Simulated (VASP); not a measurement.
The system is Rb2H3.

```
CELL_PARAMETERS angstrom
2.47347 1.42806 4.71989
-2.47347 1.42806 4.71989
0.00000 -2.85611 4.71989
ATOMIC_POSITIONS crystal
Rb 0.29262 0.29262 0.29262
Rb 0.70738 0.70738 0.70738
H 0.42533 0.42533 0.42533
H 0.57467 0.57467 0.57467
H 0.50000 0.50000 0.50000
```

| Property | Result |
| --- | --- |
| Program | VASP 6.6.1 |
| Task | relaxation of cell and atoms |
| Functional | PBE |
| Potentials or basis | VASP PAW PBE potentials, release 64 (Rb_sv, H) |
| Cutoff | 600 eV |
| k mesh | 6 × 6 × 6 |
| Occupations | gaussian, width 0.1 eV |
| Spin | no spin polarisation |

At the start: pressure 11.3 GPa; volume 20.01 Å³/atom.

Question: How do energy, volume and symmetry change on relaxing?

Answer: Over 34 steps the energy falls by 641.1 meV/atom and the volume is 30.37 Å³/atom (+51.8 %); space group R-3m (No. 166, to 0.05 Å).

The path:
```
step  energy change (eV)  largest force (eV/Å)  pressure (GPa)  volume (Å³)
   1              0.0000                4.7165           11.31       100.03
   2             -2.6645                1.0126            2.40       121.51
   3             -2.8240                0.7660            1.73       126.36
   4             -2.9928                0.5791            0.91       136.36
   5             -2.9782                1.4599            0.36       157.55
   6             -3.0195                1.1733            0.47       150.32
   7             -3.1217                0.1894           -0.42       154.10
   8             -3.1217                0.1897           -0.41       154.07
   9             -3.1312                0.1797           -0.35       152.09
  10             -3.1531                0.1455           -0.15       146.25
  11             -3.1603                0.0622            0.41       135.01
  12             -3.1639                0.0968            0.17       139.19
  13             -3.1684                0.0700            0.13       140.11
  14             -3.1739                0.0199            0.04       142.79
  15             -3.1743                0.1193           -0.07       143.87
  16             -3.1746                0.0668           -0.04       143.46
  17             -3.1758                0.0679           -0.03       143.68
  18             -3.1796                0.0668            0.00       144.30
  19             -3.1873                0.0447            0.06       145.36
  20             -3.1958                0.0871            0.26       146.81
  21             -3.1936                0.1578            0.35       147.15
  22             -3.1953                0.1224            0.30       146.99
  23             -3.1958                0.1127            0.30       147.23
  24             -3.1970                0.0984            0.26       147.94
  25             -3.1976                0.1167            0.19       149.31
  26             -3.1977                0.1126            0.20       149.10
  27             -3.1983                0.1099            0.19       149.24
  28             -3.2000                0.1017            0.14       149.67
  29             -3.2024                0.0852            0.06       150.52
  30             -3.2029                0.1392           -0.11       152.20
  31             -3.2034                0.1000           -0.05       151.53
  32             -3.2047                0.0535           -0.03       151.66
  33             -3.2054                0.0411           -0.02       151.81
  34             -3.2054                0.0395           -0.02       151.83
```

Final structure:
```
Rb H
1.0
     2.42827    1.40196    7.43313
    -2.42827    1.40196    7.43313
     0.00000   -2.80393    7.43313
Rb H
2 3
Cartesian
  0.0000 0.0000 5.5230
  0.0000 0.0000 16.7764
  0.0000 0.0000 10.0891
  0.0000 0.0000 12.2103
  0.0000 0.0000 11.1497
```

Caveat: the volume moved by over 15 % at a fixed basis, so the end points are rough.
